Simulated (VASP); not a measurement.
A run of VASP 6.6.1 is set up as follows.

POSCAR

```
As
1.0
    2.7036817400      0.0000000000      0.0000000000
    0.0000000000      2.7036817400      0.0000000000
    0.0000000000      0.0000000000      5.4073634900
As
2
Direct
    0.4174883800      0.4846435100      0.2429717800
    0.5825116200      0.5153564900      0.7570282200
```

File INCAR.step1:

```
SYSTEM = As
PREC = Accurate
ENCUT = 520
EDIFF = 1E-5
ISMEAR = -1
SIGMA = 0.05
LREAL = .False.
LASPH = .True.
NELM = 60
ALGO = Normal
ISIF = 2
LWAVE = .True.
LCHARG = .False.
NBANDS = 12
GGA = PE
```

File INCAR.step2:

```
SYSTEM = As
PREC = Accurate
ENCUT = 520
EDIFF = 1E-7
ISMEAR = -1
SIGMA = 0.05
LREAL = .False.
LASPH = .True.
NELM = 60
ALGO = Normal
ISIF = 2
LWAVE = .False.
LCHARG = .False.
GGA = PE
LHFCALC = .True.
AEXX = 0.25
HFSCREEN = 0.6
PRECFOCK = Normal
NBANDS = 12
ISTART = 1
```

The input KPOINTS:

```
Automatic mesh
0
Gamma
  5 5 3
  0 0 0
```

Potentials or basis: VASP PAW PBE potentials, release 64 (As).

The run is started by

```bash
$ cat potpaw_PBE.64/As/POTCAR > POTCAR
$ cp INCAR.step1 INCAR
$ mpirun -np 1 vasp_std > vasp.out
$ cp INCAR.step2 INCAR
$ mpirun -np 1 vasp_std > vasp.out
```

Problem. Predict the pressure.

Solution. -0.1 GPa.

Problem. Estimate the largest force.

Solution. 0.294 eV/Å.

Stress tensor (GPa, compression positive):
```
 4.23  0.19  0.65
 0.19  2.12  0.09
 0.65  0.09 -6.52
```

Caveat: the k points lie up to 0.46 Å⁻¹ apart, too coarse for converged energies and pressures of a metal; the PAW data sets were made with another functional, which shifts forces and pressure a little.
